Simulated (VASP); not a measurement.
Wanted: the native input for a VASP 6.6.1 run.

* Task: single point
* Functional: PBE
* Potentials or basis: VASP PAW PBE potentials, release 64 (Cd, F)
* Cutoff: 520 eV
* k mesh: 6 × 6 × 6
* Occupations: gaussian, width 0.1 eV
* Spin: no spin polarisation
* Dipole correction: no
* Further INCAR settings: ALGO = Normal; EDIFF = 1e-06; NBANDS = 20

The structure of CdF2 lies in POSCAR:

```
CdF2
1.0
    0.0000000000      2.6940000000      2.6940000000
    2.6940000000      0.0000000000      2.6940000000
    2.6940000000      2.6940000000      0.0000000000
Cd F
1 2
Direct
   -0.0092798812      0.0092798812      0.0092798812
    0.2500000000      0.2500000000      0.2500000000
    0.7500000000      0.7500000000      0.7500000000
```

One way to write it, as run:

INCAR

```
PREC = Accurate
ENCUT = 520
EDIFF = 1E-6
ISMEAR = 0
SIGMA = 0.1
LREAL = F
LASPH = T
NELM = 100
ALGO = Normal
ISIF = 2
LWAVE = F
LCHARG = F
GGA = PE
NBANDS = 20
```

KPOINTS

```
regular mesh
0
Gamma
  6 6 6
```

Potentials or basis: VASP PAW PBE potentials, release 64 (Cd, F).

Launch:

```sh
$ cat potpaw_PBE.64/Cd/POTCAR potpaw_PBE.64/F/POTCAR > POTCAR
$ mpirun -np 1 vasp_std > vasp.out
```

It gave:

- Pressure: 6.4 GPa
- Largest force: 0.295 eV/Å
- Band gap on the k mesh: 3.09 eV, indirect (least direct gap 3.57 eV)

Wall time 11 s on 1 thread of Intel(R) Xeon(R) 6975P-C (Granite Rapids) (shared host), peak memory 0.15 GiB.
